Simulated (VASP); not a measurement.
# Na2Ru (P4/nmm) in VASP: single point with PBE

Aim: the single point of Na2Ru with PBE.

All numbers are computed with VASP 6.6.1; they aren't measurements. Logs are shortened: lines on timing, memory, paths and dates and some standing lists are left out, and cuts for length are marked.

## 1. The cell of the first run

Symmetry: P4/nmm, No. 129, tetragonal system. The conventional cell has a = 3.493 Å, b = 3.493 Å, c = 11.864 Å, α = 90.00°, β = 90.00°, γ = 90.00°. Na (site symmetry -4m2) has 4 Na at 2.47 Å within 3.3 Å. Within 3.9 Å of Na (site symmetry 4mm) lie 5 Ru at 2.93 to 3.30 Å and 8 Na at 3.49 to 3.79 Å. Ru (site symmetry 4mm) has 4 Ru at 2.58 Å and 5 Na at 2.93 to 3.30 Å within 3.4 Å.

## 2. Single point, PBE

File INCAR:

```
PREC = Accurate
ENCUT = 520
EDIFF = 1E-6
ISMEAR = 0
SIGMA = 0.1
LREAL = False
LASPH = True
NELM = 80
ALGO = Normal
ISIF = 2
LWAVE = False
LCHARG = True
GGA = PE
LELF = True
LVHAR = True
NBANDS = 37
```

File KPOINTS:

```
Automatic mesh
0
Gamma
  4 4 4
```

File POSCAR:

```
Na2Ru
1.0
    3.4929535331      0.0000000000      0.0000000000
    0.0000000000      3.4929535331      0.0000000000
    0.0000000000      0.0000000000     11.8638863106
Na Ru
4 2
Direct
    0.0000000000      0.0000000000      0.0000000000
    0.5000000000      0.5000000000      0.0000000000
    0.0000000000      0.5000000000      0.2839602339
    0.5000000000      0.0000000000      0.7160397661
    0.0000000000      0.5000000000      0.5309768966
    0.5000000000      0.0000000000      0.4690231034
```

Potentials or basis: VASP PAW PBE potentials, release 64 (Na_pv, Ru_pv).

Launch:

```bash
$ cat potpaw_PBE.64/Na_pv/POTCAR potpaw_PBE.64/Ru_pv/POTCAR > POTCAR
$ mpirun -np 1 vasp_std > vasp.out
```

OUTCAR:

```text
PREC = Accurate
   ENCUT = 520
   EDIFF = 1E-6
   ISMEAR = 0
   LREAL = False
   LASPH = True
   NELM = 80
   ISIF = 2
   GGA = PE

 ion  position               nearest neighbor table
   1  0.000  0.000  0.000-   2 2.47   2 2.47   2 2.47   2 2.47
   2  0.500  0.500  0.000-   1 2.47   1 2.47   1 2.47   1 2.47
   3  0.000  0.500  0.284-   5 2.93
   4  0.500  0.000  0.716-   6 2.93
   5  0.000  0.500  0.531-   6 2.58   6 2.58   6 2.58   6 2.58   3 2.93
   6  0.500  0.000  0.469-   5 2.58   5 2.58   5 2.58   5 2.58   4 2.93

  LATTYP: Found a simple tetragonal cell.
 ALAT       =     3.4929535331
 C/A-ratio  =     3.3965199360

  Lattice vectors:

 A1 = (   3.4929535331,   0.0000000000,   0.0000000000)
 A2 = (   0.0000000000,   3.4929535331,   0.0000000000)
 A3 = (   0.0000000000,   0.0000000000,  11.8638863106)

Analysis of symmetry for initial positions (statically):
=====================================================================
 Subroutine PRICEL returns:
 Original cell was already a primitive cell.

 Routine SETGRP: Setting up the symmetry group for a
 simple tetragonal supercell.

 Subroutine GETGRP returns: Found 16 space group operations
 (whereof  8 operations were pure point group operations)
 out of a pool of 16 trial point group operations.

The static configuration has the point symmetry D_2d.
 The point group associated with its full space group is D_4h.

Analysis of symmetry for dynamics (positions and initial velocities):
=====================================================================
 Subroutine PRICEL returns:
 Original cell was already a primitive cell.

 Routine SETGRP: Setting up the symmetry group for a
 simple tetragonal supercell.

 Subroutine GETGRP returns: Found 16 space group operations
 (whereof  8 operations were pure point group operations)
 out of a pool of 16 trial point group operations.

The dynamic configuration has the point symmetry D_2d.
 The point group associated with its full space group is D_4h.

 Subroutine INISYM returns: Found 16 space group operations
 (whereof  8 operations are pure point group operations),
 and found     1 'primitive' translations

----------------------------------------------------------------------------------------

                                     Primitive cell

  volume of cell :     144.7480

  direct lattice vectors                    reciprocal lattice vectors
     3.492953533  0.000000000  0.000000000     0.286290668  0.000000000  0.000000000
     0.000000000  3.492953533  0.000000000     0.000000000  0.286290668  0.000000000
     0.000000000  0.000000000 11.863886311     0.000000000  0.000000000  0.084289412

  length of vectors
     3.492953533  3.492953533 11.863886311     0.286290668  0.286290668  0.084289412

  position of ions in fractional coordinates (direct lattice)
     0.000000000  0.000000000  0.000000000
     0.500000000  0.500000000  0.000000000
     0.000000000  0.500000000  0.283960234
     0.500000000  0.000000000  0.716039766
     0.000000000  0.500000000  0.530976897
     0.500000000  0.000000000  0.469023103

  ion indices of the primitive-cell ions
   primitive index   ion index
                 1           1
                 2           2
                 3           3
                 4           4
                 5           5
                 6           6

----------------------------------------------------------------------------------------

 KPOINTS: Automatic mesh

Automatic generation of k-mesh.
 Grid dimensions read from file:
 generate k-points for:    4    4    4

 Generating k-lattice:

  Cartesian coordinates                     Fractional coordinates (reciprocal lattice)
     0.071572667  0.000000000  0.000000000     0.250000000  0.000000000  0.000000000
     0.000000000  0.071572667  0.000000000     0.000000000  0.250000000  0.000000000
     0.000000000  0.000000000  0.021072353     0.000000000  0.000000000  0.250000000

  Length of vectors
     0.071572667  0.071572667  0.021072353

  Shift w.r.t. Gamma in fractional coordinates (k-lattice)
     0.000000000  0.000000000  0.000000000

 Subroutine IBZKPT returns following result:
 ===========================================

 Found     18 irreducible k-points:

 Following reciprocal coordinates:
            Coordinates               Weight
  0.000000  0.000000  0.000000      1.000000
  0.250000  0.000000  0.000000      4.000000
  0.500000  0.000000  0.000000      2.000000
  0.250000  0.250000  0.000000      4.000000
  0.500000  0.250000  0.000000      4.000000
  0.500000  0.500000  0.000000      1.000000
[... 10 lines left out ...]
  0.500000  0.250000  0.500000      4.000000
  0.500000  0.500000  0.500000      1.000000
   k-points           NKPTS =     18   k-points in BZ     NKDIM =     18   number of bands    NBANDS=     37
   number of dos      NEDOS =    301   number of ions     NIONS =      6
   total plane-waves  NPLWV =  70560
   dimension x,y,z NGX =    28 NGY =   28 NGZ =   90
   dimension x,y,z NGXF=    56 NGYF=   56 NGZF=  180
   ions per type =               4   2
   NGX,Y,Z   is equivalent  to a cutoff of  13.33, 13.33, 12.61 a.u.
   NGXF,Y,Z  is equivalent  to a cutoff of  26.65, 26.65, 25.22 a.u.
 SYSTEM =  unknown system
   PREC   = accura    normal or accurate (medium, high low for compatibility)
   ISTART =      0    job   : 0-new  1-cont  2-samecut
   ICHARG =      2    charge: 1-file 2-atom 10-const
   ISPIN  =      1    spin polarized calculation?
   LNONCOLLINEAR =      F non collinear calculations
   LSORBIT =      F    spin-orbit coupling
   LASPH  =      T    aspherical Exc in radial PAW
   ENCUT  =  520.0 eV  38.22 Ry    6.18 a.u.   6.49  6.49 22.06*2*pi/ulx,y,z
   NELM   =     80;   NELMIN=  2; NELMDL= -5     # of ELM steps
   EDIFF  = 0.1E-05   stopping-criterion for ELM
   LREAL  =      F    real-space projection
   EDIFFG = 0.1E-04   stopping-criterion for IOM
   NSW    =      0    number of steps for IOM
   IBRION =     -1    ionic relax: 0-MD 1-quasi-New 2-CG
   NFREE  =      0    steps in history (QN), initial steepest desc. (CG)
   ISIF   =      2    stress and relaxation
   ISYM   =      2    0-nonsym 1-usesym 2-fastsym
   POTIM  = 0.5000    time-step for ionic-motion
   TEBEG  =    0.0;   TEEND  =   0.0 temperature during run
   PSTRESS=    0.0 pullay stress
   NELECT =      56.0000    total number of electrons
   NUPDOWN=      -1.0000    fix difference up-down
   EMIN   =  10.00;   EMAX   =-10.00  energy-range for DOS
   EFERMI =   0.00;   METHOD = LEGACY
   ISMEAR =     0;   SIGMA  =   0.10  broadening in eV -4-tet -1-fermi 0-gaus
   EFERMI_NEDOS =   21; number of points for ismear=-14 and -15
   IALGO  =     38    algorithm
   IMIX   =      4    mixing-type and parameters
     AMIX     =   0.40;   BMIX     =  1.00
     AMIX_MAG =   1.60;   BMIX_MAG =  1.00
  volume/ion in A,a.u.               =      24.12       162.80
  Fermi-wavevector in a.u.,A,eV,Ry     =   1.192889  2.254233 19.360870  1.422984
  Thomas-Fermi vector in A             =   2.328916
   LORBIT       =      0    0 simple, 1 ext, 2 COOP (PROOUT), +10 PAW based schemes
   GGA     = PE    functional components
   LHFCALC =     F    Hartree Fock is set to
   AEXX    =    0.0000 exact exchange contribution
   IVDW    =     0    specifies the selected vdW correction
   LEPSILON=     F    determine dielectric tensor
   LRPA    =     F    only Hartree local field effects (RPA)
 non-spin polarized calculation
 Gauss-broadening in eV      SIGMA  =   0.10
  energy-cutoff  :      520.00
  volume of cell :      144.75
 maximum number of plane-waves:      3948
 NGX is ok and might be reduce to    28
   NGX = 13   NGY = 13   NGZ = 45

 number of electron      55.9999977 magnetization

 Free energy of the ion-electron system (eV)
  ---------------------------------------------------
  ext. energy  EPLUGINS =         0.00000000
  ---------------------------------------------------
  free energy    TOTEN  =       -19.00427822 eV

  energy without entropy =      -18.96212766  energy(sigma->0) =      -18.98320294

 E-fermi :   2.8760     XC(G=0):  -8.5352

 val. band max:        2.8635530125   @ k =   0.5000   0.2500   0.0000
 cond. band min:       2.9106832185   @ k =   0.2500   0.0000   0.2500
 fundamental gap:      0.0471302060
 Fermi energy:         2.8759637462

 k-point     1 :       0.0000    0.0000    0.0000
  band No.  band energies     occupation
      1     -39.8600      2.00000
      2     -39.8600      2.00000
      3     -39.2280      2.00000
      4     -39.2280      2.00000
      5     -39.2070      2.00000
      6     -39.1776      2.00000
[... 29 lines left out ...]
     36       9.4662      0.00000
     37      10.6869      0.00000

 k-point     2 :       0.2500    0.0000    0.0000
  band No.  band energies     occupation
      1     -39.8080      2.00000
      2     -39.7694      2.00000
      3     -39.4047      2.00000
      4     -39.3225      2.00000
      5     -39.1772      2.00000
      6     -39.1137      2.00000
[... 29 lines left out ...]
     36       7.6386      0.00000
     37       9.5802      0.00000

 k-point     3 :       0.5000    0.0000    0.0000
  band No.  band energies     occupation
      1     -39.6428      2.00000
      2     -39.6428      2.00000
      3     -39.5478      2.00000
      4     -39.5478      2.00000
      5     -39.1243      2.00000
      6     -39.1243      2.00000
[... 29 lines left out ...]
     36       6.4488      0.00000
     37       7.6354      0.00000

 k-point     4 :       0.2500    0.2500    0.0000
  band No.  band energies     occupation
      1     -39.9173      2.00000
      2     -39.6384      2.00000
      3     -39.5600      2.00000
      4     -39.1990      2.00000
      5     -39.1561      2.00000
      6     -39.1501      2.00000
[... 29 lines left out ...]
     36       8.1138      0.00000
     37       8.2571      0.00000
[... 443 lines left out ...]
      1     -39.9173      2.00000
      2     -39.6384      2.00000
      3     -39.5600      2.00000
      4     -39.1990      2.00000
      5     -39.1560      2.00000
      6     -39.1501      2.00000
[... 29 lines left out ...]
     36       7.5464      0.00000
     37       7.6566      0.00000

 k-point    17 :       0.5000    0.2500    0.5000
  band No.  band energies     occupation
      1     -39.8631      2.00000
      2     -39.8631      2.00000
      3     -39.3300      2.00000
      4     -39.3300      2.00000
      5     -39.1301      2.00000
      6     -39.1301      2.00000
[... 29 lines left out ...]
     36       6.4013      0.00000
     37       8.4709      0.00000

 k-point    18 :       0.5000    0.5000    0.5000
  band No.  band energies     occupation
      1     -39.9739      2.00000
      2     -39.9739      2.00000
      3     -39.1875      2.00000
      4     -39.1875      2.00000
      5     -39.1700      2.00000
      6     -39.1700      2.00000
[... 29 lines left out ...]
     36       6.5978      0.00000
     37       7.4161      0.00000

------------------------ aborting loop because EDIFF is reached ----------------------------------------

  FORCE on cell =-STRESS in cart. coord.  units (eV):
  Direction    XX          YY          ZZ          XY          YZ          ZX
  --------------------------------------------------------------------------------------
  -------------------------------------------------------------------------------------
  Total        0.0541568      0.0541568      0.0229408      0.0000000      0.0000000      0.0000000
  in kB        0.5994473      0.5994473      0.2539256      0.0000000      0.0000000      0.0000000
  external PRESSURE =       0.4842734 kB  Pullay stress =       0.0000000 kB

 VOLUME and BASIS-vectors are now :
 -----------------------------------------------------------------------------
  energy-cutoff  :      520.00
  volume of cell :      144.75
      direct lattice vectors                 reciprocal lattice vectors
     3.492953533  0.000000000  0.000000000     0.286290668  0.000000000  0.000000000
     0.000000000  3.492953533  0.000000000     0.000000000  0.286290668  0.000000000
     0.000000000  0.000000000 11.863886311     0.000000000  0.000000000  0.084289412

 POSITION                                       TOTAL-FORCE (eV/Angst)
 -----------------------------------------------------------------------------------
      0.00000      0.00000      0.00000         0.000000     -0.000000      0.000000
      1.74648      1.74648      0.00000         0.000000      0.000000      0.000000
      0.00000      1.74648      3.36887         0.000000      0.000000     -0.007255
      1.74648      0.00000      8.49501        -0.000000      0.000000      0.007255
      0.00000      1.74648      6.29945        -0.000000      0.000000      0.010739
      1.74648      0.00000      5.56444         0.000000      0.000000     -0.010739
 -----------------------------------------------------------------------------------
    total drift:                                0.000000      0.000000      0.000000

  FREE ENERGIE OF THE ION-ELECTRON SYSTEM (eV)
  ---------------------------------------------------
  free  energy   TOTEN  =       -19.0042782211 eV

  energy  without entropy=      -18.9621276606  energy(sigma->0) =      -18.98320294
```

Run time: 68 s. Hardware: 1 thread of Intel Xeon Platinum 8488C (Sapphire Rapids), shared host; peak memory 0.29 GiB.

Results:

```
Free energy            : -19.0043 eV
Pressure               : 0.0 GPa
Largest force          : 0.011 eV/Å
Band gap on the k mesh : zero (band 28 reaches 2.86 eV, above the bottom of band 29 at 2.54 eV)
```

Forces on the atoms (eV/Å):
```
Na   0.000  0.000  0.000
Na   0.000  0.000  0.000
Na   0.000  0.000 -0.007
Na   0.000  0.000  0.007
Ru   0.000  0.000  0.011
Ru   0.000  0.000 -0.011
```

Caveat: the k points lie up to 0.45 Å⁻¹ apart.
